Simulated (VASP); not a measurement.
# PdRh in VASP: a series of runs

PdRh is run at these levels: PBEsol; tasks: single point.

Everything below comes from runs of VASP 6.6.1. Logs are shortened: lines on timing, memory, paths and dates and some standing lists are left out, and cuts for length are marked.

### Step 1. The cell of the first run

The cell holds a slab with vacuum, 4 atoms: a = 2.758 Å, b = 2.758 Å, c = 16.743 Å, α = 90.00°, β = 90.00°, γ = 120.00°.

### Step 2. Single point, PBEsol

The input, INCAR:

```
  ALGO = Normal
  DIPOL = 0.5 0.5 0.500
  EDIFF = 1E-6
  ENCUT = 400
  GGA = PS
  GGA_COMPAT = False
  IDIPOL = 3
  ISIF = 2
  ISMEAR = 1
  LASPH = True
  LCHARG = False
  LDIPOL = True
  LREAL = False
  LWAVE = False
  NBANDS = 33
  NELM = 120
  NELMDL = -8
  PREC = Accurate
  SIGMA = 0.02
```

The input, KPOINTS:

```
k-points
0
Gamma
  7 7 1
```

The input, POSCAR:

```
PdRh
1.0
    2.7584302894      0.0000000000      0.0000000000
   -1.3792151447      2.3888707052      0.0000000000
    0.0000000000      0.0000000000     16.7428694348
Pd Rh
2 2
Direct
    0.0000000000      0.0000000000      0.2986345930
    0.6666666667      0.3333333333      0.5671218023
    0.3333333333      0.6666666667      0.4328781977
    1.0000000000      1.0000000000      0.7013654070
```

Potentials or basis: VASP PAW PBE potentials, release 64 (Pd, Rh_pv).

The run is started by

```bash
> cat potpaw_PBE.64/Pd/POTCAR potpaw_PBE.64/Rh_pv/POTCAR > POTCAR
> mpirun -np 1 vasp_std > vasp.out
```

OUTCAR:

```text
EDIFF = 1E-6
   ENCUT = 400
   GGA = PS
   ISIF = 2
   ISMEAR = 1
   LASPH = True
   LREAL = False
   NELM = 120
   NELMDL = -8
   PREC = Accurate

 ion  position               nearest neighbor table
   1  0.000  0.000  0.299-   3 2.75   3 2.75   3 2.75
   2  0.667  0.333  0.567-   3 2.75   3 2.75   3 2.75   4 2.75   4 2.75   4 2.75
   3  0.333  0.667  0.433-   2 2.75   2 2.75   2 2.75   1 2.75   1 2.75   1 2.75
   4  0.000  0.000  0.701-   2 2.75   2 2.75   2 2.75

  LATTYP: Found a hexagonal cell.
 ALAT       =     2.7584302894
 C/A-ratio  =     6.0697091020

  Lattice vectors:

 A1 = (   2.7584302894,   0.0000000000,   0.0000000000)
 A2 = (  -1.3792151447,   2.3888707052,   0.0000000000)
 A3 = (   0.0000000000,   0.0000000000,  16.7428694348)

Analysis of symmetry for initial positions (statically):
=====================================================================
 Subroutine PRICEL returns:
 Original cell was already a primitive cell.

 Routine SETGRP: Setting up the symmetry group for a
 hexagonal supercell.

 Subroutine GETGRP returns: Found  6 space group operations
 (whereof  6 operations were pure point group operations)
 out of a pool of 24 trial point group operations.

The static configuration has the point symmetry C_3v.

Analysis of symmetry for dynamics (positions and initial velocities):
=====================================================================
 Subroutine PRICEL returns:
 Original cell was already a primitive cell.

 Routine SETGRP: Setting up the symmetry group for a
 hexagonal supercell.

 Subroutine GETGRP returns: Found  6 space group operations
 (whereof  6 operations were pure point group operations)
 out of a pool of 24 trial point group operations.

The dynamic configuration has the point symmetry C_3v.

 Subroutine INISYM returns: Found  6 space group operations
 (whereof  6 operations are pure point group operations),
 and found     1 'primitive' translations

----------------------------------------------------------------------------------------

[... 79 lines left out ...]
   EDIFF  = 0.1E-05   stopping-criterion for ELM
   LREAL  =      F    real-space projection
   EDIFFG = 0.1E-04   stopping-criterion for IOM
   NSW    =      0    number of steps for IOM
   IBRION =     -1    ionic relax: 0-MD 1-quasi-New 2-CG
   NFREE  =      0    steps in history (QN), initial steepest desc. (CG)
   ISIF   =      2    stress and relaxation
   ISYM   =      2    0-nonsym 1-usesym 2-fastsym
   POTIM  = 0.5000    time-step for ionic-motion
   TEBEG  =    0.0;   TEEND  =   0.0 temperature during run
   PSTRESS=    0.0 pullay stress
   NELECT =      50.0000    total number of electrons
   NUPDOWN=      -1.0000    fix difference up-down
   EMIN   =  10.00;   EMAX   =-10.00  energy-range for DOS
   EFERMI =   0.00;   METHOD = LEGACY
   ISMEAR =     1;   SIGMA  =   0.02  broadening in eV -4-tet -1-fermi 0-gaus
   EFERMI_NEDOS =   21; number of points for ismear=-14 and -15
   IALGO  =     38    algorithm
   IMIX   =      4    mixing-type and parameters
     AMIX     =   0.40;   BMIX     =  1.00
     AMIX_MAG =   1.60;   BMIX_MAG =  1.00
  volume/ion in A,a.u.               =      27.58       186.13
  Fermi-wavevector in a.u.,A,eV,Ry     =   1.257486  2.376305 21.514514  1.581272
  Thomas-Fermi vector in A             =   2.391143
   LORBIT       =      0    0 simple, 1 ext, 2 COOP (PROOUT), +10 PAW based schemes
   GGA     = PS    functional components
   LHFCALC =     F    Hartree Fock is set to
   AEXX    =    0.0000 exact exchange contribution
   IVDW    =     0    specifies the selected vdW correction
   LEPSILON=     F    determine dielectric tensor
   LRPA    =     F    only Hartree local field effects (RPA)
 non-spin polarized calculation
 Methfessel and Paxton  Order N= 1 SIGMA  =   0.02
  energy-cutoff  :      400.00
  volume of cell :      110.33
 maximum number of plane-waves:      2053
 NGX is ok and might be reduce to    18
   NGX =  9   NGY =  9   NGZ = 55

 dipolmoment           0.000000      0.000000     -0.000746 electrons x Angstroem

 number of electron      49.9999965 magnetization

 dipolmoment           0.000000      0.000000      0.008943 electrons x Angstroem

 Free energy of the ion-electron system (eV)
  ---------------------------------------------------
  ext. energy  EPLUGINS =         0.00000000
  ---------------------------------------------------
  free energy    TOTEN  =       -26.07507752 eV

  energy without entropy =      -26.07459071  energy(sigma->0) =      -26.07491525

 E-fermi :   3.0253     XC(G=0):  -8.2614

 val. band max:        3.0245073717   @ k =   0.4286   0.1429   0.0000
 cond. band min:       3.0354867963   @ k =   0.1429   0.1429   0.0000
 fundamental gap:      0.0109794246
 Fermi energy:         3.0252557877

 k-point     1 :       0.0000    0.0000    0.0000
  band No.  band energies     occupation
      1     -43.2769      2.00000
      2     -43.0231      2.00000
      3     -43.0231      2.00000
      4     -42.7937      2.00000
      5     -42.6762      2.00000
      6     -42.6762      2.00000
[... 277 lines left out ...]
     32      11.3099      0.00000
     33      11.8335      0.00000

------------------------ aborting loop because EDIFF is reached ----------------------------------------

 vacuum level on the upper side and lower side of the slab       (xc-potential included)        -0.390        -0.581

  FORCE on cell =-STRESS in cart. coord.  units (eV):
  Direction    XX          YY          ZZ          XY          YZ          ZX
  --------------------------------------------------------------------------------------
  -------------------------------------------------------------------------------------
  Total       -6.7683505     -6.7683505     -4.9412727      0.0000000      0.0000000      0.0000000
  in kB      -98.2898961    -98.2898961    -71.7570959      0.0000000      0.0000000      0.0000000
  external PRESSURE =     -89.4456294 kB  Pullay stress =       0.0000000 kB

 VOLUME and BASIS-vectors are now :
 -----------------------------------------------------------------------------
  energy-cutoff  :      400.00
  volume of cell :      110.33
      direct lattice vectors                 reciprocal lattice vectors
     2.758430289  0.000000000  0.000000000     0.362525022  0.209303919  0.000000000
    -1.379215145  2.388870705  0.000000000     0.000000000  0.418607838  0.000000000
     0.000000000  0.000000000 16.742869435     0.000000000  0.000000000  0.059726919

 POSITION                                       TOTAL-FORCE (eV/Angst)
 -----------------------------------------------------------------------------------
      0.00000      0.00000      5.00000        -0.000000      0.000000      0.446170
      1.37922      0.79629      9.49525        -0.000000      0.000000     -0.040269
     -0.00000      1.59258      7.24762         0.000000     -0.000000      0.380071
      0.00000      0.00000     11.74287        -0.000000      0.000000     -0.785972
 -----------------------------------------------------------------------------------
    total drift:                               -0.000000     -0.000000      0.000173

  FREE ENERGIE OF THE ION-ELECTRON SYSTEM (eV)
  ---------------------------------------------------
  free  energy   TOTEN  =       -26.0750775233 eV

  energy  without entropy=      -26.0745907101  energy(sigma->0) =      -26.07491525

 vacuum level on the upper side and lower side of the slab         7.817         7.617
```

Wall time 63 s (1 thread of AMD EPYC 7R43 (Zen 3), shared host); peak memory 0.15 GiB.

Results:

```yaml
Free_energy: -26.0751 eV
Largest_force: 0.786 eV/Å
Band_gap_on_the_k_mesh: zero (bands 25 and 26 overlap by 1.52 eV)
```

Forces in eV/Å, atoms in the order of the input:
```
Pd   0.000  0.000  0.446
Pd   0.000  0.000 -0.040
Rh   0.000  0.000  0.380
Rh   0.000  0.000 -0.786
```

Caveat: the k points lie up to 0.38 Å⁻¹ apart, too coarse for converged energies and pressures of a metal; the PAW data sets were made with another functional, which shifts forces and pressure a little.

### Step 3. Single point, PBEsol

This run uses another cell than the first one.

The input, INCAR:

```
PREC = Accurate ; ENCUT = 400
EDIFF = 1E-6 ; ISMEAR = 1
SIGMA = 0.02 ; LREAL = F
LASPH = T ; NELM = 120
ALGO = Normal ; ISIF = 2
LWAVE = F ; LCHARG = F
LDIPOL = T ; IDIPOL = 3
DIPOL = 0.5 0.5 0.500 ; GGA = PS
NBANDS = 33 ; GGA_COMPAT = F
NELMDL = -8
```

The input, KPOINTS:

```
Automatic mesh
0
Gamma
  7 7 1
```

The input, POSCAR:

```
PdRh
1.0
    2.7584302894      0.0000000000      0.0000000000
   -1.3792151447      2.3888707052      0.0000000000
    0.0000000000      0.0000000000     19.7428694348
Pd Rh
2 2
Direct
    0.0000000000      0.0000000000      0.3292327907
    0.6666666667      0.3333333333      0.5569224031
    0.3333333333      0.6666666667      0.4430775969
    1.0000000000      1.0000000000      0.6707672093
```

Potentials or basis: VASP PAW PBE potentials, release 64 (Pd, Rh_pv).

The run is started by

```bash
> cat potpaw_PBE.64/Pd/POTCAR potpaw_PBE.64/Rh_pv/POTCAR > POTCAR
> mpirun -np 1 vasp_std > vasp.out
```

It took 90 s on 1 thread of AMD EPYC 7R43 (Zen 3), shared host; peak memory 0.16 GiB.

Results (log left out):

```yaml
Free_energy: -26.0763 eV
Largest_force: 0.787 eV/Å
Band_gap_on_the_k_mesh: zero (bands 25 and 26 overlap by 1.52 eV)
```

Forces on the atoms (eV/Å):
```
Pd   0.000  0.000  0.447
Pd   0.000  0.000 -0.040
Rh   0.000  0.000  0.381
Rh   0.000  0.000 -0.787
```

Levels at points of the mesh, in eV from the Fermi level:
| k point | band 22 | band 23 | band 24 | band 25 | band 26 | band 27 | band 28 | band 29 |
| --- | --- | --- | --- | --- | --- | --- | --- | --- |
| (0.00, 0.00, 0.00) | -1.26 | -1.26 | -0.91 | -0.91 | -0.12 | -0.12 | 0.24 | 0.24 |

Caveat: the k points lie up to 0.38 Å⁻¹ apart, too coarse for converged energies and pressures of a metal; the PAW data sets were made with another functional, which shifts forces and pressure a little.

### Step 4. Single point, PBEsol

This run uses another cell than the first one.

The input, INCAR:

```
SYSTEM = PdRh
  ALGO = Normal
  DIPOL = 0.5 0.5 0.500
  EDIFF = 1E-6
  ENCUT = 400
  GGA = PS
  GGA_COMPAT = .FALSE.
  IDIPOL = 3
  ISIF = 2
  ISMEAR = 1
  LASPH = .TRUE.
  LCHARG = .FALSE.
  LDIPOL = .TRUE.
  LREAL = .FALSE.
  LWAVE = .FALSE.
  NBANDS = 33
  NELM = 120
  NELMDL = -8
  PREC = Accurate
  SIGMA = 0.02
```

The input, KPOINTS:

```
k-points
0
G
  7 7 1
  0 0 0
```

The input, POSCAR:

```
PdRh
1.0
    2.7584302894      0.0000000000      0.0000000000
   -1.3792151447      2.3888707052      0.0000000000
    0.0000000000      0.0000000000     22.7428694348
Pd Rh
2 2
Direct
    0.0000000000      0.0000000000      0.3517586039
    0.6666666667      0.3333333333      0.5494137987
    0.3333333333      0.6666666667      0.4505862013
    1.0000000000      1.0000000000      0.6482413961
```

The run is started by

```bash
> cat potpaw_PBE.64/Pd/POTCAR potpaw_PBE.64/Rh_pv/POTCAR > POTCAR
> mpirun -np 1 vasp_std > vasp.out
```

Run time: 1.8 min. Hardware: 1 thread of AMD EPYC 7R43 (Zen 3), shared host; peak memory 0.17 GiB.

It converged, with:

```yaml
Free_energy: -26.0774 eV
Largest_force: 0.786 eV/Å
Band_gap_on_the_k_mesh: zero (bands 25 and 26 overlap by 1.52 eV)
```

Forces in eV/Å, atoms in the order of the input:
```
Pd   0.000  0.000  0.447
Pd   0.000  0.000 -0.040
Rh   0.000  0.000  0.380
Rh   0.000  0.000 -0.786
```

Levels at points of the mesh, in eV from the Fermi level:
```
           k point  band 21  band 22  band 23  band 24  band 25  band 26  band 27  band 28  band 29  band 30
(0.00, 0.00, 0.00)    -1.79    -1.26    -1.26    -0.91    -0.91    -0.12    -0.12     0.24     0.24     0.24
```

Caveat: the k points lie up to 0.38 Å⁻¹ apart, too coarse for converged energies and pressures of a metal; the PAW data sets were made with another functional, which shifts forces and pressure a little.

### Step 5. Overview

| cell | gap on the mesh (eV) | largest force (eV/Å) |
| --- | --- | --- |
| a = 2.758, b = 2.758, c = 16.743 Å, angles 90.0, 90.0, 120.0°, 4 atoms | none | 0.79 |
| a = 2.758, b = 2.758, c = 19.743 Å, angles 90.0, 90.0, 120.0°, 4 atoms | none | 0.79 |
| a = 2.758, b = 2.758, c = 22.743 Å, angles 90.0, 90.0, 120.0°, 4 atoms | none | 0.79 |

Alike in all rows: task single point; level PBEsol; potentials or basis VASP PAW PBE potentials, release 64 (Pd, Rh_pv); no spin polarisation; k mesh 7 × 7 × 1; cutoff (eV) 400; smearing methfessel-paxton 0.02 eV.

Caveats: all runs use coarse meshes; the PAW data sets were made with another functional, which shifts forces and pressure a little.

Total energies depend on the potentials used, so only differences within one code and one set of settings carry meaning.
